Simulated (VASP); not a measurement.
Input of a VASP 6.6.1 run:

The input INCAR:

```
  ALGO = Normal
  EDIFF = 1E-6
  ENCUT = 520
  GGA = CA
  ISIF = 2
  ISMEAR = 0
  LASPH = True
  LCHARG = False
  LREAL = False
  LWAVE = False
  NBANDS = 18
  NELM = 100
  PREC = Accurate
  SIGMA = 0.05
```

File KPOINTS:

```
k-points
0
Gamma
  9 9 6
```

The input POSCAR:

```
LiF
1.0
    3.1527680120      0.0000000000      0.0000000000
   -1.5763840060      2.7303771907      0.0000000000
    0.0000000000      0.0000000000      4.6631048329
Li F
2 2
Direct
    0.3333333333      0.6666666667      0.3811542600
    0.6666666667      0.3333333333      0.8811542600
    0.3333333333      0.6666666667      0.9938437400
    0.6666666667      0.3333333333      0.4938437400
```

Potentials or basis: VASP PAW LDA potentials, release 64 (Li_sv, F).

Command:

```console
$ cat potpaw_LDA.64/Li_sv/POTCAR potpaw_LDA.64/F/POTCAR > POTCAR
$ mpirun -np 1 vasp_std > vasp.out
```

Estimate the largest force.

0.220 eV/Å.

Predict the band gap on the k mesh.

7.38 eV, direct.

Forces in eV/Å, atoms in the order of the input:
```
Li   0.000  0.000  0.220
Li   0.000  0.000  0.220
F    0.000  0.000 -0.220
F    0.000  0.000 -0.220
```

Caveat: the cell differs from its parent crystal (strain +0.030 along x and y, -0.030 along z). A k mesh can miss the band edges.
